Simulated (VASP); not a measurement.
# SiC (P1) in VASP: single point with PBE

Aim: the single point of SiC with PBE.

Program: VASP 6.6.1. These are calculated values, not measurements. Logs are shortened: lines on timing, memory, paths and dates and some standing lists are left out, and cuts for length are marked.

## (1) The cell of the first run

The typed cell holds 200 atoms: a = 15.394 Å, b = 15.394 Å, c = 12.315 Å, α = 60.00°, β = 60.00°, γ = 60.00°.

## (2) Single point, PBE

INCAR reads:

```
SYSTEM = SiC
PREC = Accurate
ENCUT = 600
EDIFF = 1E-6
ISMEAR = 0
SIGMA = 0.01
LREAL = Auto
LASPH = .True.
NELM = 120
ALGO = Normal
ISIF = 2
LWAVE = .False.
LCHARG = .False.
GGA = PE
NBANDS = 506
GGA_COMPAT = .False.
NCORE = 4
```

KPOINTS reads:

```
regular mesh
0
Gamma
  1 1 1
  0 0 0
```

POSCAR reads:

```
SiC
1.0
    0.0000000000     10.8849850000     10.8849850000
   10.8849850000      0.0000000000     10.8849850000
    8.7079880000      8.7079880000      0.0000000000
Si C
100 100
Direct
    0.0560760000      0.0482780000      0.0637830000
    0.0489220000      0.0480470000      0.3090100000
    0.0476440000      0.0510970000      0.5607220000
    0.0480680000      0.0506970000      0.8132470000
    0.0460050000      0.2537510000      0.0583890000
    0.0493590000      0.2512550000      0.3006940000
[... 192 lines left out ...]
    0.7971790000      0.8042700000      0.5016530000
    0.7995810000      0.8004150000      0.7514660000
```

Potentials or basis: VASP PAW PBE potentials, release 64 (Si, C).

Run with:

```sh
$ cat potpaw_PBE.64/Si/POTCAR potpaw_PBE.64/C/POTCAR > POTCAR
$ mpirun -np 4 vasp_gam > vasp.out
```

OUTCAR:

```text
SYSTEM = SiC
   PREC = Accurate
   ENCUT = 600
   EDIFF = 1E-6
   ISMEAR = 0
   LREAL = Auto
   LASPH = .True.
   NELM = 120
   ISIF = 2
   GGA = PE

 ion  position               nearest neighbor table
   1  0.056  0.048  0.064- 121 1.83 102 1.87 105 1.91 101 1.97  21 2.93   2 2.96  37 3.03  17 3.05
                             5 3.06  24 3.07  18 3.08  82 3.12   4 3.13   8 3.14
   2  0.049  0.048  0.309- 102 1.87 122 1.87 106 1.90 103 1.91  18 2.91   1 2.96  82 2.99  21 3.03
                            38 3.06   6 3.08  19 3.09  86 3.11  83 3.11   3 3.11   5 3.13  22 3.13
   3  0.048  0.051  0.561- 107 1.88 123 1.89 104 1.91 103 1.93  84 3.02  19 3.04  87 3.06  22 3.06
                             7 3.07  23 3.08  20 3.11  39 3.11   4 3.11   2 3.11  83 3.14   6 3.14
   4  0.048  0.051  0.813- 101 1.83 108 1.88 124 1.89 104 1.90  17 3.01  81 3.05  84 3.05  88 3.06
                             7 3.06  20 3.06  24 3.09  23 3.09  40 3.10   3 3.11   1 3.13   8 3.15
   5  0.046  0.254  0.058- 109 1.78 105 1.84 106 1.91 125 1.92   6 2.99   8 2.99  12 3.00  89 3.02
                             9 3.02   1 3.06  86 3.09  28 3.11   2 3.13  21 3.14  85 3.14  25 3.15
   6  0.049  0.251  0.301- 110 1.80 106 1.81 126 1.91 107 1.95   5 2.99  25 3.04  86 3.05   9 3.05
                             2 3.08  90 3.09  87 3.10  22 3.13   3 3.14
   7  0.054  0.247  0.562- 127 1.80 108 1.84 111 1.92 107 2.01  27 2.99  23 3.01  87 3.03  26 3.04
                            11 3.05   4 3.06   3 3.07  10 3.11   8 3.12  88 3.13
   8  0.046  0.256  0.814- 112 1.86 105 1.88 128 1.90 108 1.98   5 2.99  92 3.00  85 3.00  27 3.01
                            11 3.02  12 3.02  88 3.05  28 3.09   7 3.12   1 3.14   4 3.15
   9  0.047  0.451  0.055- 109 1.84 113 1.87 129 1.93 110 1.93  12 2.94  89 2.98   5 3.02  93 3.04
                             6 3.05  16 3.06  90 3.09  13 3.10  32 3.11  25 3.13  29 3.14
  10  0.047  0.454  0.315- 111 1.84 114 1.86 130 1.94 110 2.05  14 2.96  94 3.00  11 3.02  91 3.03
                            90 3.06  30 3.07  13 3.08  29 3.10   7 3.11  26 3.14
  11  0.050  0.447  0.563- 111 1.84 112 1.87 115 1.91 131 1.94  91 2.97  27 3.01  10 3.02   8 3.02
                            31 3.05   7 3.05  92 3.07  30 3.07  95 3.10  14 3.11  15 3.12  12 3.13
  12  0.052  0.449  0.815- 109 1.86 132 1.88 112 1.90 116 1.91   9 2.94   5 3.00   8 3.02  28 3.03
                            92 3.06  31 3.07  32 3.08  15 3.10  89 3.11  11 3.13
  13  0.047  0.650  0.060- 113 1.84 114 1.86 117 1.92 133 1.94  16 2.94  97 2.99  93 3.00  20 3.06
                            29 3.07  14 3.07  10 3.08  94 3.09   9 3.10  33 3.12  36 3.13
  14  0.044  0.650  0.312- 114 1.83 115 1.87 134 1.95 118 1.95  10 2.96  94 3.00  98 3.02  95 3.04
                            34 3.07  13 3.07  33 3.10  11 3.11  30 3.14  15 3.14  17 3.15
  15  0.051  0.649  0.562- 116 1.87 135 1.88 119 1.92 115 1.94  34 3.04  31 3.04  18 3.07  12 3.10
                            99 3.10  19 3.11  11 3.12  96 3.13  95 3.13  35 3.14  14 3.14
  16  0.051  0.655  0.816- 120 1.85 113 1.88 136 1.90 116 1.97  13 2.94  20 2.99 100 3.00  93 3.03
                            36 3.04   9 3.06  19 3.06  35 3.11
  17  0.051  0.855  0.058- 101 1.85 117 1.86 137 1.93 118 1.94   4 3.01   1 3.05  37 3.05  20 3.05
                            40 3.06  81 3.06  33 3.08  98 3.10  14 3.15
  18  0.052  0.853  0.320- 102 1.83 119 1.86 138 1.89 118 1.92   2 2.91  19 2.98  38 3.01  34 3.06
                            82 3.06  15 3.07  99 3.07   1 3.08  98 3.12
  19  0.052  0.850  0.563- 119 1.87 120 1.88 139 1.90 103 1.93  18 2.98   3 3.04  16 3.06 100 3.07
                            20 3.07   2 3.09  35 3.09  38 3.09  39 3.10  15 3.11  83 3.13
  20  0.049  0.851  0.814- 140 1.85 104 1.85 120 1.87 117 1.87  16 2.99  40 3.05  84 3.05  17 3.05
                            13 3.06  97 3.06   4 3.06  39 3.07  19 3.07 100 3.09   3 3.11  36 3.11
  21  0.247  0.047  0.065- 121 1.77 122 1.82 141 1.90 125 1.96   1 2.93  38 3.00   2 3.03  37 3.03
                            57 3.08  24 3.09  22 3.12  25 3.12  41 3.13   5 3.14
  22  0.250  0.046  0.317- 142 1.85 123 1.86 122 1.92 126 1.98  38 3.00  58 3.01  23 3.02  39 3.05
                             3 3.06  41 3.09  21 3.12   6 3.13   2 3.13  26 3.14
  23  0.248  0.050  0.561- 123 1.83 127 1.89 124 1.90 143 1.93  39 3.01   7 3.01  22 3.02  43 3.06
                            26 3.06  24 3.07  40 3.08   3 3.08  42 3.09   4 3.09  27 3.10  59 3.11
  24  0.251  0.049  0.810- 128 1.89 124 1.89 121 1.92 144 1.97  27 3.01  44 3.05  37 3.05  60 3.06
                            43 3.07   1 3.07  23 3.07  40 3.08   4 3.09  21 3.09  28 3.13
  25  0.252  0.249  0.060- 145 1.80 125 1.85 129 1.88 126 1.94  48 3.03  41 3.03   6 3.04  32 3.08
                            28 3.08  29 3.09  21 3.12   9 3.13  26 3.13  45 3.14   5 3.15
  26  0.251  0.251  0.314- 146 1.84 126 1.85 130 1.88 127 1.90  30 3.03   7 3.04  46 3.04  45 3.05
                            23 3.06  29 3.09  27 3.11  42 3.13  25 3.13  10 3.14  22 3.14
  27  0.243  0.250  0.572- 128 1.77 127 1.89 131 1.91 147 1.96   7 2.99  28 3.00  11 3.01   8 3.01
                            24 3.01  31 3.05  23 3.10  26 3.11  30 3.12  43 3.12
  28  0.250  0.253  0.808- 132 1.83 148 1.86 125 1.93 128 1.96  27 3.00  12 3.03  31 3.03  47 3.04
                            32 3.05  48 3.07  25 3.08   8 3.09   5 3.11  44 3.12  24 3.13
  29  0.247  0.451  0.063- 133 1.88 129 1.88 130 1.90 149 1.91  13 3.07  33 3.08  30 3.08  26 3.09
[... 241 lines left out ...]
 199  0.797  0.804  0.502-  99 1.76  79 1.86  98 1.90  95 1.96
 200  0.800  0.800  0.751- 100 1.84  96 1.86  80 1.87  99 1.91

  LATTYP: Found a base centered monoclinic cell.
 ALAT       =    23.6482405410
 B/A-ratio  =     0.6509445549
 C/A-ratio  =     0.5207556439
 COS(beta)  =    -0.3905667329

  Lattice vectors:

 A1 = (  -8.7079880000,   2.1769970000,  10.8849850000)
 A2 = (   2.1769970000,  -8.7079880000,  10.8849850000)
 A3 = (   8.7079880000,   8.7079880000,   0.0000000000)

Analysis of symmetry for initial positions (statically):
=====================================================================
 Subroutine PRICEL returns:
 Original cell was already a primitive cell.

 Routine SETGRP: Setting up the symmetry group for a
 base centered monoclinic supercell.

 Subroutine GETGRP returns: Found  1 space group operations
 (whereof  1 operations were pure point group operations)
 out of a pool of  4 trial point group operations.

The static configuration has the point symmetry C_1 .

Analysis of symmetry for dynamics (positions and initial velocities):
=====================================================================
 Subroutine PRICEL returns:
 Original cell was already a primitive cell.

 Routine SETGRP: Setting up the symmetry group for a
 base centered monoclinic supercell.

 Subroutine GETGRP returns: Found  1 space group operations
 (whereof  1 operations were pure point group operations)
 out of a pool of  4 trial point group operations.

The dynamic configuration has the point symmetry C_1 .

 Subroutine INISYM returns: Found  1 space group operations
 (whereof  1 operations are pure point group operations),
 and found     1 'primitive' translations

----------------------------------------------------------------------------------------

                                     Primitive cell

  volume of cell :    2063.4953

  direct lattice vectors                    reciprocal lattice vectors
     0.000000000 10.884985000 10.884985000    -0.045934836  0.045934836  0.045934836
    10.884985000  0.000000000 10.884985000     0.045934836 -0.045934836  0.045934836
     8.707988000  8.707988000  0.000000000     0.057418545  0.057418545 -0.057418545

  length of vectors
    15.393693413 15.393693413 12.314954731     0.079561470  0.079561470  0.099451837

  position of ions in fractional coordinates (direct lattice)
     0.056076000  0.048278000  0.063783000
     0.048922000  0.048047000  0.309010000
     0.047644000  0.051097000  0.560722000
     0.048068000  0.050697000  0.813247000
     0.046005000  0.253751000  0.058389000
     0.049359000  0.251255000  0.300694000
[... 41 lines left out ...]
     0.449567000  0.248043000  0.815352000
     0.454539000  0.449861000  0.060873000
   k-points           NKPTS =      1   k-points in BZ     NKDIM =      1   number of bands    NBANDS=    506
   number of dos      NEDOS =    301   number of ions     NIONS =    200
   total plane-waves  NPLWV = ******
   dimension x,y,z NGX =   126 NGY =  126 NGZ =   98
   dimension x,y,z NGXF=   252 NGYF=  252 NGZF=  196
   ions per type =             100 100
   NGX,Y,Z   is equivalent  to a cutoff of  13.61, 13.61, 13.23 a.u.
   NGXF,Y,Z  is equivalent  to a cutoff of  27.22, 27.22, 26.46 a.u.
 SYSTEM =  SiC
   PREC   = accura    normal or accurate (medium, high low for compatibility)
   ISTART =      0    job   : 0-new  1-cont  2-samecut
   ICHARG =      2    charge: 1-file 2-atom 10-const
   ISPIN  =      1    spin polarized calculation?
   LNONCOLLINEAR =      F non collinear calculations
   LSORBIT =      F    spin-orbit coupling
   LASPH  =      T    aspherical Exc in radial PAW
   ENCUT  =  600.0 eV  44.10 Ry    6.64 a.u.  30.75 30.75 24.60*2*pi/ulx,y,z
   NELM   =    120;   NELMIN=  2; NELMDL= -5     # of ELM steps
   EDIFF  = 0.1E-05   stopping-criterion for ELM
   LREAL  =      T    real-space projection
   EDIFFG = 0.1E-04   stopping-criterion for IOM
   NSW    =      0    number of steps for IOM
   IBRION =     -1    ionic relax: 0-MD 1-quasi-New 2-CG
   NFREE  =      0    steps in history (QN), initial steepest desc. (CG)
   ISIF   =      2    stress and relaxation
   ISYM   =      2    0-nonsym 1-usesym 2-fastsym
   POTIM  = 0.5000    time-step for ionic-motion
   TEBEG  =    0.0;   TEEND  =   0.0 temperature during run
   PSTRESS=    0.0 pullay stress
   NELECT =     800.0000    total number of electrons
   NUPDOWN=      -1.0000    fix difference up-down
   EMIN   =  10.00;   EMAX   =-10.00  energy-range for DOS
   EFERMI =   0.00;   METHOD = LEGACY
   ISMEAR =     0;   SIGMA  =   0.01  broadening in eV -4-tet -1-fermi 0-gaus
   EFERMI_NEDOS =   21; number of points for ismear=-14 and -15
   IALGO  =     38    algorithm
   IMIX   =      4    mixing-type and parameters
     AMIX     =   0.40;   BMIX     =  1.00
     AMIX_MAG =   1.60;   BMIX_MAG =  1.00
  volume/ion in A,a.u.               =      10.32        69.63
  Fermi-wavevector in a.u.,A,eV,Ry     =   1.193723  2.255810 19.387966  1.424975
  Thomas-Fermi vector in A             =   2.329731
   LORBIT       =      0    0 simple, 1 ext, 2 COOP (PROOUT), +10 PAW based schemes
   GGA     = PE    functional components
   LHFCALC =     F    Hartree Fock is set to
   AEXX    =    0.0000 exact exchange contribution
   IVDW    =     0    specifies the selected vdW correction
   LEPSILON=     F    determine dielectric tensor
   LRPA    =     F    only Hartree local field effects (RPA)
 non-spin polarized calculation
 Gauss-broadening in eV      SIGMA  =   0.01
  energy-cutoff  :      600.00
  volume of cell :     2063.50
 maximum number of plane-waves:     34394
 NGX is ok and might be reduce to   112
   NGX = 61   NGY = 61   NGZ = 49

 number of electron     800.0000001 magnetization

 Free energy of the ion-electron system (eV)
  ---------------------------------------------------
  ext. energy  EPLUGINS =         0.00000000
  ---------------------------------------------------
  free energy    TOTEN  =     -1488.68644942 eV

  energy without entropy =    -1488.68644942  energy(sigma->0) =    -1488.68644942

 E-fermi :   8.3374     XC(G=0): -11.3638

 val. band max:        8.2839254208   @ k =   0.0000   0.0000   0.0000
 cond. band min:       9.8668931650   @ k =   0.0000   0.0000   0.0000
 fundamental gap:      1.5829677441
 Fermi energy:         8.3374451404

 k-point     1 :       0.0000    0.0000    0.0000
  band No.  band energies     occupation
      1      -7.3477      2.00000
      2      -6.6566      2.00000
      3      -6.6442      2.00000
      4      -6.5793      2.00000
      5      -6.5596      2.00000
      6      -6.4301      2.00000
[... 404 lines left out ...]
    411      11.4338      0.00000
    412      11.5196      0.00000
 [bands above 412 left out]

------------------------ aborting loop because EDIFF is reached ----------------------------------------

  FORCE on cell =-STRESS in cart. coord.  units (eV):
  Direction    XX          YY          ZZ          XY          YZ          ZX
  --------------------------------------------------------------------------------------
  -------------------------------------------------------------------------------------
  Total       73.4406293     76.3169625     58.1372089     15.5078584     13.8769042      9.7064937
  in kB       57.0221364     59.2554324     45.1399707     12.0408992     10.7745635      7.5364960
  external PRESSURE =      53.8058465 kB  Pullay stress =       0.0000000 kB

 VOLUME and BASIS-vectors are now :
 -----------------------------------------------------------------------------
  energy-cutoff  :      600.00
  volume of cell :     2063.50
      direct lattice vectors                 reciprocal lattice vectors
     0.000000000 10.884985000 10.884985000    -0.045934836  0.045934836  0.045934836
    10.884985000  0.000000000 10.884985000     0.045934836 -0.045934836  0.045934836
     8.707988000  8.707988000  0.000000000     0.057418545  0.057418545 -0.057418545

 POSITION                                       TOTAL-FORCE (eV/Angst)
 -----------------------------------------------------------------------------------
      1.08093      1.16581      1.13589        -0.054561     -1.950598     -0.868812
      3.21385      3.22337      1.05551         1.447101      0.099865      0.334791
      5.43895      5.40136      1.07479         0.102136     -0.655165     -0.573694
      7.63358      7.60496      1.07506        -0.642474     -0.416217      0.473034
      3.27053      1.00921      3.26284        -0.710937      2.343723     -0.700036
      5.35335      3.15571      3.27218         0.643130      2.324703     -0.423016
[... 192 lines left out ...]
     13.12286     13.04567     17.43175        -2.217917     -0.457796     -1.239998
     15.25626     15.24718     17.41593        -0.663034     -0.669045      0.041432
 -----------------------------------------------------------------------------------
    total drift:                                0.012523     -0.020599      0.000247

  FREE ENERGIE OF THE ION-ELECTRON SYSTEM (eV)
  ---------------------------------------------------
  free  energy   TOTEN  =     -1488.6864494221 eV

  energy  without entropy=    -1488.6864494221  energy(sigma->0) =    -1488.68644942
```

It took 12 min on 4 MPI ranks of Intel Xeon Platinum 8488C (Sapphire Rapids), shared host; peak memory 0.83 GiB.

Results:

```yaml
Free_energy: -1488.6864 eV
Pressure: 5.4 GPa
Largest_force: 6.744 eV/Å
Band_gap_on_the_k_mesh: 1.58 eV
```

Stress tensor (GPa, compression positive):
```
5.70 1.20 0.75
1.20 5.93 1.08
0.75 1.08 4.51
```

Caveat: the k points lie up to 0.62 Å⁻¹ apart; an odd mesh through Γ misses points on the zone boundary, where band edges can lie; forces of over 1 eV/Å act on the atoms, so gaps and moduli don't describe the material at rest.
